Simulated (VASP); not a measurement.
# Li4Nb4O11 (a cell with a defect) in VASP: a series of runs, part 2 of 3

VASP 6.6.1. Earlier steps stand in the parts before.

**3. Single point, PBE (atom 18 moved 0.125 of the way to it and -0.175 Å across, host rigid)**

INCAR reads:

```
SYSTEM = Li4Nb4O11
PREC = Accurate ; ENCUT = 520
EDIFF = 1E-7 ; ISMEAR = 0
SIGMA = 0.05 ; LREAL = Auto
LASPH = .True. ; NELM = 60
ALGO = Normal ; ISIF = 2
LWAVE = .False. ; LCHARG = .False.
GGA = PE ; NELECT = 128.0
NBANDS = 80
```

KPOINTS reads:

```
Automatic mesh
0
Gamma
  4 4 4
  0 0 0
```

POSCAR reads:

```
Li4Nb4O11
1.0
    5.2231019317      0.0000000000      0.0000000000
    0.0000000000      3.0155593063     -4.5984613597
    0.0000000000      6.0311186126      4.5984613597
Li Nb O
4 4 11
Direct
    0.0000000000      0.5000000000      0.2500000000
    0.5000000000      0.0000000000      0.7500000000
    0.0000000000      0.5000000000      0.7500000000
    0.5000000000      0.0000000000      0.2500000000
    0.5000000000      0.5000000000      0.5000000000
    0.0000000000      0.0000000000      0.0000000000
    0.0000000000      0.0000000000      0.5000000000
    0.5000000000      0.5000000000      0.0000000000
    0.8803293659      0.0000000000      0.2500000000
    0.3803293659      0.5000000000      0.7500000000
    0.8098353170      0.6901646830      0.9401646830
    0.8098353170      0.3098353170      0.5598353170
    0.3098353170      0.8098353170      0.0598353170
    0.1196706341      0.0000000000      0.7500000000
    0.6196706341      0.5000000000      0.2500000000
    0.6901646830      0.8098353170      0.5598353170
    0.1901646830      0.3098353170      0.0598353170
    0.1724521049      0.7597192216      0.4401646830
    0.6901646830      0.1901646830      0.9401646830
```

Potentials or basis: VASP PAW PBE potentials, release 64 (Li_sv, Nb_sv, O).

Launch:

```
> cat potpaw_PBE.64/Li_sv/POTCAR potpaw_PBE.64/Nb_sv/POTCAR potpaw_PBE.64/O/POTCAR > POTCAR
> mpirun -np 1 vasp_std > vasp.out
```

OUTCAR:

```text
SYSTEM = Li4Nb4O11
   PREC = Accurate
   ENCUT = 520
   EDIFF = 1E-7
   ISMEAR = 0
   LREAL = Auto
   LASPH = .True.
   NELM = 60
   ISIF = 2
   GGA = PE
   NELECT = 128.0

 ion  position               nearest neighbor table
   1  0.000  0.500  0.250-  15 1.99  17 1.99  18 2.15
   2  0.500  0.000  0.750-  14 1.99  16 1.99  19 1.99
   3  0.000  0.500  0.750-  10 1.99  11 1.99  12 1.99
   4  0.500  0.000  0.250-   9 1.99  13 1.99
   5  0.500  0.500  0.500-  12 2.00  16 2.00  15 2.00  10 2.00  18 2.29
   6  0.000  0.000  0.000-  13 2.00  19 2.00  17 2.00  11 2.00   9 2.00  14 2.00
   7  0.000  0.000  0.500-  18 1.64  16 2.00  12 2.00   9 2.00  14 2.00
   8  0.500  0.500  0.000-  11 2.00  17 2.00  13 2.00  19 2.00  10 2.00  15 2.00
   9  0.880  0.000  0.250-   4 1.99   6 2.00   7 2.00
  10  0.380  0.500  0.750-   3 1.99   5 2.00   8 2.00
  11  0.810  0.690  0.940-   3 1.99   8 2.00   6 2.00
  12  0.810  0.310  0.560-   3 1.99   5 2.00   7 2.00
  13  0.310  0.810  0.060-   4 1.99   6 2.00   8 2.00
  14  0.120  0.000  0.750-   2 1.99   6 2.00   7 2.00
  15  0.620  0.500  0.250-   1 1.99   5 2.00   8 2.00
  16  0.690  0.810  0.560-   2 1.99   7 2.00   5 2.00
  17  0.190  0.310  0.060-   1 1.99   8 2.00   6 2.00
  18  0.172  0.760  0.440-   7 1.64   1 2.15   5 2.29
  19  0.690  0.190  0.940-   2 1.99   6 2.00   8 2.00

  LATTYP: Found a simple monoclinic cell.
 ALAT       =     5.4990403532
 B/A-ratio  =     0.9498206225
 C/A-ratio  =     1.3791878824
 COS(beta)  =    -0.0709408676

  Lattice vectors:

 A1 = (   0.0000000000,   3.0155593063,  -4.5984613597)
 A2 = (  -5.2231019317,   0.0000000000,   0.0000000000)
 A3 = (   0.0000000000,   6.0311186126,   4.5984613597)

Analysis of symmetry for initial positions (statically):
=====================================================================
 Subroutine PRICEL returns:
 Original cell was already a primitive cell.

 Routine SETGRP: Setting up the symmetry group for a
 simple monoclinic supercell.

[... 176 lines left out ...]
   LORBIT       =      0    0 simple, 1 ext, 2 COOP (PROOUT), +10 PAW based schemes
   GGA     = PE    functional components
   LHFCALC =     F    Hartree Fock is set to
   AEXX    =    0.0000 exact exchange contribution
   IVDW    =     0    specifies the selected vdW correction
   LEPSILON=     F    determine dielectric tensor
   LRPA    =     F    only Hartree local field effects (RPA)
 non-spin polarized calculation
 Gauss-broadening in eV      SIGMA  =   0.05
  energy-cutoff  :      520.00
  volume of cell :      217.29
 maximum number of plane-waves:      5888
 NGX is ok and might be reduce to    40
   NGX = 19   NGY = 21   NGZ = 29

 number of electron     127.9999975 magnetization

 Free energy of the ion-electron system (eV)
  ---------------------------------------------------
  ext. energy  EPLUGINS =         0.00000000
  ---------------------------------------------------
  free energy    TOTEN  =      -157.74472536 eV

  energy without entropy =     -157.74472536  energy(sigma->0) =     -157.74472536

 E-fermi :   4.2786     XC(G=0): -10.2974

 val. band max:        3.9708079689   @ k =   0.2500   0.0000   0.5000
 cond. band min:       4.5402046036   @ k =   0.0000   0.0000   0.5000
 fundamental gap:      0.5693966347
 Fermi energy:         4.2785837717

 k-point     1 :       0.0000    0.0000    0.0000
  band No.  band energies     occupation
      1     -52.2780      2.00000
      2     -51.2264      2.00000
      3     -50.6508      2.00000
      4     -50.5063      2.00000
      5     -39.9768      2.00000
      6     -39.5587      2.00000
[... 1885 lines left out ...]
     75       8.3111      0.00000
     76       8.7729      0.00000

 [... further k-points ...]

 [bands above 76 left out]

------------------------ aborting loop because EDIFF is reached ----------------------------------------

  FORCE on cell =-STRESS in cart. coord.  units (eV):
  Direction    XX          YY          ZZ          XY          YZ          ZX
  --------------------------------------------------------------------------------------
  -------------------------------------------------------------------------------------
  Total      -17.2992302    -13.2943371    -17.6074182     -6.2930761     -6.9370026      6.4231787
  in kB     -127.5578495    -98.0273131   -129.8303089    -46.4027156    -51.1507808     47.3620415
  external PRESSURE =    -118.4718238 kB  Pullay stress =       0.0000000 kB

 VOLUME and BASIS-vectors are now :
 -----------------------------------------------------------------------------
  energy-cutoff  :      520.00
  volume of cell :      217.29
      direct lattice vectors                 reciprocal lattice vectors
     5.223101932  0.000000000  0.000000000     0.191457110  0.000000000  0.000000000
     0.000000000  3.015559306 -4.598461360     0.000000000  0.110537814 -0.144976029
     0.000000000  6.031118613  4.598461360     0.000000000  0.110537814  0.072488014

 POSITION                                       TOTAL-FORCE (eV/Angst)
 -----------------------------------------------------------------------------------
      0.00000      3.01556     -1.14962        -0.339322     -0.476920     -0.684065
      2.61155      4.52334      3.44885         0.102997      0.598124      0.576075
      0.00000      6.03112      1.14962        -0.226308      0.584009      0.370578
      2.61155      1.50778      1.14962         0.479649     -1.205783     -0.271217
      2.61155      4.52334      0.00000         4.695047      3.278834     -1.783415
      0.00000      0.00000      0.00000        -0.221058     -0.268020      0.036531
[... 11 lines left out ...]
      0.90073      4.94566     -1.46946         7.004688     -7.066430      5.805103
      3.60480      6.24370      3.44885        -0.164377      0.249985     -0.262419
 -----------------------------------------------------------------------------------
    total drift:                                0.000280      0.000677     -0.001345

  FREE ENERGIE OF THE ION-ELECTRON SYSTEM (eV)
  ---------------------------------------------------
  free  energy   TOTEN  =      -157.7447253595 eV

  energy  without entropy=     -157.7447253595  energy(sigma->0) =     -157.74472536
```

OSZICAR:

```text
N       E                     dE             d eps       ncg     rms          rms(c)
DAV:   1     0.148495047220E+04    0.14850E+04   -0.67749E+04  5760   0.168E+03
DAV:   2    -0.277037782878E+02   -0.15127E+04   -0.14410E+04  7064   0.602E+02
DAV:   3    -0.181977811342E+03   -0.15427E+03   -0.15275E+03  8496   0.175E+02
DAV:   4    -0.194120046027E+03   -0.12142E+02   -0.12105E+02 10688   0.447E+01
DAV:   5    -0.195138776021E+03   -0.10187E+01   -0.10179E+01  9072   0.918E+00    0.384E+01
DAV:   6    -0.158511681966E+03    0.36627E+02   -0.17105E+02  7832   0.570E+01    0.145E+01
DAV:   7    -0.158019473983E+03    0.49221E+00   -0.18365E+01  8792   0.185E+01    0.740E+00
DAV:   8    -0.157857489088E+03    0.16198E+00   -0.23543E+00  9416   0.730E+00    0.426E+00
DAV:   9    -0.157740304967E+03    0.11718E+00   -0.72504E-01  8384   0.443E+00    0.143E+00
DAV:  10    -0.157744791057E+03   -0.44861E-02   -0.89930E-02  8408   0.151E+00    0.701E-01
DAV:  11    -0.157743914207E+03    0.87685E-03   -0.19940E-02  8424   0.722E-01    0.181E-01
DAV:  12    -0.157744569623E+03   -0.65542E-03   -0.31416E-03  9072   0.270E-01    0.881E-02
DAV:  13    -0.157744680430E+03   -0.11081E-03   -0.57412E-04  8584   0.102E-01    0.398E-02
DAV:  14    -0.157744715387E+03   -0.34957E-04   -0.99339E-05  8152   0.560E-02    0.163E-02
DAV:  15    -0.157744723581E+03   -0.81942E-05   -0.19112E-05  7776   0.194E-02    0.848E-03
DAV:  16    -0.157744725252E+03   -0.16713E-05   -0.60266E-06  7640   0.109E-02    0.344E-03
DAV:  17    -0.157744725288E+03   -0.35570E-07   -0.12199E-06  8328   0.550E-03    0.151E-03
DAV:  18    -0.157744725359E+03   -0.71661E-07   -0.24401E-07  5272   0.242E-03
   1 F= -.15774473E+03 E0= -.15774473E+03  d E =-.568310E-15
```

Wall time 8.4 min (1 thread of Intel Xeon 6975P-C (Granite Rapids), shared host); peak memory 0.52 GiB.

Results:

| Item | Value |
| --- | --- |
| Free energy | -157.7447 eV |
| Largest force | 11.520 eV/Å |

Forces on the atoms (eV/Å):
```
Li  -0.339 -0.477 -0.684
Li   0.103  0.598  0.576
Li  -0.226  0.584  0.371
Li   0.480 -1.206 -0.271
Nb   4.695  3.279 -1.783
Nb  -0.221 -0.268  0.037
Nb  -7.229  4.681 -1.550
Nb   0.334 -0.147 -0.172
O    0.158  1.183 -0.106
O   -0.269 -2.759 -1.536
O   -0.282  0.017  0.072
O   -2.302  0.905 -2.464
O    0.122  0.011  0.256
O    0.235 -0.754 -1.203
O   -1.108  1.764  1.964
O   -1.196 -1.040  0.754
O    0.204  0.446  0.197
O    7.005 -7.066  5.805
O   -0.164  0.250 -0.262
```

Levels at points of the mesh, in eV from the Fermi level:
```
           k point  band 61  band 62  band 63  band 64  band 65  band 66  band 67  band 68
(0.00, 0.00, 0.00)    -0.97    -0.54    -0.48    -0.39     0.31     0.89     1.44     1.59
(0.50, 0.00, 0.00)    -1.10    -0.70    -0.49    -0.39     0.71     1.40     1.74     2.02
(0.00, 0.50, 0.00)    -1.15    -0.75    -0.51    -0.45     1.04     1.26     1.56     2.07
(0.50, 0.50, 0.00)    -1.09    -0.95    -0.92    -0.91     0.65     0.88     1.43     1.53
(0.00, 0.00, 0.50)    -1.02    -0.52    -0.44    -0.34     0.26     0.89     1.93     2.12
(0.50, 0.00, 0.50)    -0.88    -0.66    -0.49    -0.39     0.62     1.66     1.86     2.30
(0.00, 0.50, 0.50)    -0.91    -0.70    -0.49    -0.46     0.87     1.34     1.90     2.32
(0.50, 0.50, 0.50)    -1.07    -1.00    -0.99    -0.86     0.62     0.89     1.97     2.08
```

Caveat: the cell carries a net charge on a neutralising background, which shifts energy and pressure; the cell differs from its parent crystal (atom 18 moved 0.125 of the way to it and -0.175 Å across, host rigid); the cell is charged against a uniform background, so pressure and absolute levels hang on convention; the cutoff is under 1.25 times the usual one of these potentials, so pressure, stress and relaxed cells hold a basis-set (Pulay) error.

**4. Single point, PBE (atom 18 moved 0.375 of the way to it and +0.525 Å across, host rigid)**

INCAR reads:

```
PREC = Accurate
ENCUT = 520
EDIFF = 1E-6
ISMEAR = 0
SIGMA = 0.05
LREAL = Auto
LASPH = True
NELM = 100
ALGO = Normal
ISIF = 2
LWAVE = False
LCHARG = False
GGA = PE
NBANDS = 80
NELECT = 128.0
```

KPOINTS reads:

```
Automatic mesh
0
Gamma
  4 4 4
```

POSCAR, as its differences from that of step 3:

```diff
@@ -25,3 +25,3 @@
     0.1901646830      0.3098353170      0.0598353170
-    0.1724521049      0.7597192216      0.4401646830
+    0.3330553926      0.8565010669      0.4401646830
     0.6901646830      0.1901646830      0.9401646830
```

Potentials or basis: VASP PAW PBE potentials, release 64 (Li_sv, Nb_sv, O).

Launch:

```
> cat potpaw_PBE.64/Li_sv/POTCAR potpaw_PBE.64/Nb_sv/POTCAR potpaw_PBE.64/O/POTCAR > POTCAR
> mpirun -np 1 vasp_std > vasp.out
```

OUTCAR:

```text
PREC = Accurate
   ENCUT = 520
   EDIFF = 1E-6
   ISMEAR = 0
   LREAL = Auto
   LASPH = True
   NELM = 100
   ISIF = 2
   GGA = PE
   NELECT = 128.0

 ion  position               nearest neighbor table
   1  0.000  0.500  0.250-  15 1.99  17 1.99
   2  0.500  0.000  0.750-  14 1.99  16 1.99  19 1.99
   3  0.000  0.500  0.750-  10 1.99  11 1.99  12 1.99
   4  0.500  0.000  0.250-  18 1.90   9 1.99  13 1.99
   5  0.500  0.500  0.500-  12 2.00  16 2.00  15 2.00  10 2.00  18 2.22
   6  0.000  0.000  0.000-  13 2.00  19 2.00  17 2.00  11 2.00   9 2.00  14 2.00
   7  0.000  0.000  0.500-  18 1.95  16 2.00  12 2.00   9 2.00  14 2.00
[... 2147 lines left out ...]
  Total      -21.5782105    -20.7340629    -26.7346113      2.8053498      0.9028733      1.7061924
  in kB     -159.1093992   -152.8849805   -197.1307091     20.6855668      6.6574394     12.5808044
  external PRESSURE =    -169.7083629 kB  Pullay stress =       0.0000000 kB

 VOLUME and BASIS-vectors are now :
 -----------------------------------------------------------------------------
  energy-cutoff  :      520.00
  volume of cell :      217.29
      direct lattice vectors                 reciprocal lattice vectors
     5.223101932  0.000000000  0.000000000     0.191457110  0.000000000  0.000000000
     0.000000000  3.015559306 -4.598461360     0.000000000  0.110537814 -0.144976029
     0.000000000  6.031118613  4.598461360     0.000000000  0.110537814  0.072488014

 POSITION                                       TOTAL-FORCE (eV/Angst)
 -----------------------------------------------------------------------------------
      0.00000      3.01556     -1.14962        -0.475605     -0.876035     -0.752657
      2.61155      4.52334      3.44885        -0.031447      0.374991      0.441051
      0.00000      6.03112      1.14962        -0.255629      0.694600      0.456301
      2.61155      1.50778      1.14962         0.293115     -1.021409     -0.212234
      2.61155      4.52334      0.00000         3.991429      3.004316     -2.697374
      0.00000      0.00000      0.00000        -0.065460     -0.555108     -0.084333
[... 11 lines left out ...]
      1.73958      5.23752     -1.91451        -3.615827     -0.784523      0.026642
      3.60480      6.24370      3.44885        -0.088790      0.214259     -0.238625
 -----------------------------------------------------------------------------------
    total drift:                               -0.000290      0.001683     -0.002690

  FREE ENERGIE OF THE ION-ELECTRON SYSTEM (eV)
  ---------------------------------------------------
  free  energy   TOTEN  =      -158.0133652650 eV

  energy  without entropy=     -158.0133652650  energy(sigma->0) =     -158.01336526
```

OSZICAR:

```text
N       E                     dE             d eps       ncg     rms          rms(c)
DAV:   1     0.147824172858E+04    0.14782E+04   -0.67698E+04  5760   0.168E+03
DAV:   2    -0.291375159196E+02   -0.15074E+04   -0.14384E+04  7040   0.601E+02
DAV:   3    -0.183426103219E+03   -0.15429E+03   -0.15269E+03  8472   0.175E+02
DAV:   4    -0.195449851267E+03   -0.12024E+02   -0.11983E+02 10440   0.449E+01
DAV:   5    -0.196508884137E+03   -0.10590E+01   -0.10581E+01  9248   0.958E+00    0.366E+01
DAV:   6    -0.159251843797E+03    0.37257E+02   -0.17782E+02  7952   0.571E+01    0.153E+01
DAV:   7    -0.158427644250E+03    0.82420E+00   -0.20986E+01  8776   0.203E+01    0.721E+00
DAV:   8    -0.158090181013E+03    0.33746E+00   -0.25674E+00  9720   0.741E+00    0.472E+00
DAV:   9    -0.158001128668E+03    0.89052E-01   -0.63956E-01  8008   0.385E+00    0.135E+00
DAV:  10    -0.158013163075E+03   -0.12034E-01   -0.11126E-01  8456   0.154E+00    0.694E-01
DAV:  11    -0.158013038974E+03    0.12410E-03   -0.16671E-02  8904   0.691E-01    0.342E-01
DAV:  12    -0.158013217195E+03   -0.17822E-03   -0.63334E-03  7936   0.389E-01    0.101E-01
DAV:  13    -0.158013335751E+03   -0.11856E-03   -0.99285E-04 10024   0.143E-01    0.669E-02
DAV:  14    -0.158013351959E+03   -0.16208E-04   -0.20983E-04  8128   0.645E-02    0.230E-02
DAV:  15    -0.158013363477E+03   -0.11518E-04   -0.34113E-05  6784   0.293E-02    0.811E-03
DAV:  16    -0.158013365246E+03   -0.17691E-05   -0.86758E-06  7728   0.136E-02    0.657E-03
DAV:  17    -0.158013365265E+03   -0.18907E-07   -0.15257E-06  4424   0.763E-03
   1 F= -.15801337E+03 E0= -.15801337E+03  d E =-.385927E-13
```

stdout:

```text
POSCAR found type information on POSCAR LiNbO
 POSCAR found :  3 types and      19 ions
 scaLAPACK will be used
 LDA part: xc-table for (Slater+PW92), standard interpolation
 POSCAR, INCAR and KPOINTS ok, starting setup
 FFT: planning ... GRIDC
 FFT: planning ... GRID_SOFT
 FFT: planning ... GRID
 WAVECAR not read
 entering main loop
 the old and the new charge density differ
 old charge density:   130.00000 new  128.00000
    0.366E+01
```

Wall time 18 min (1 thread of Intel Xeon Platinum 8259CL at 2.50GHz (Skylake/Cascade Lake), shared host); peak memory 0.53 GiB.

What came out:

```yaml
Free_energy: -158.0134 eV
Largest_force: 5.677 eV/Å
```

Forces in eV/Å, atoms in the order of the input:
```
Li  -0.476 -0.876 -0.753
Li  -0.031  0.375  0.441
Li  -0.256  0.695  0.456
Li   0.293 -1.021 -0.212
Nb   3.991  3.004 -2.697
Nb  -0.065 -0.555 -0.084
Nb  -1.780 -0.265  2.357
Nb   0.352  0.121 -0.150
O    0.579  1.482  1.047
O   -0.329 -2.892 -1.649
O   -0.267  0.034  0.098
O   -0.621  0.011 -1.445
O   -0.004 -0.271  0.206
O   -0.307 -0.884 -1.047
O   -0.914  1.465  2.160
O    3.429 -0.353  1.294
O    0.110  0.500  0.190
O   -3.616 -0.785  0.027
O   -0.089  0.214 -0.239
```

Caveat: the cell carries a net charge on a neutralising background, which shifts energy and pressure; the cell differs from its parent crystal (atom 18 moved 0.375 of the way to it and +0.525 Å across, host rigid); the cell is charged against a uniform background, so pressure and absolute levels hang on convention; the cutoff is under 1.25 times the usual one of these potentials, so pressure, stress and relaxed cells hold a basis-set (Pulay) error.

[end of part 2 of 3]
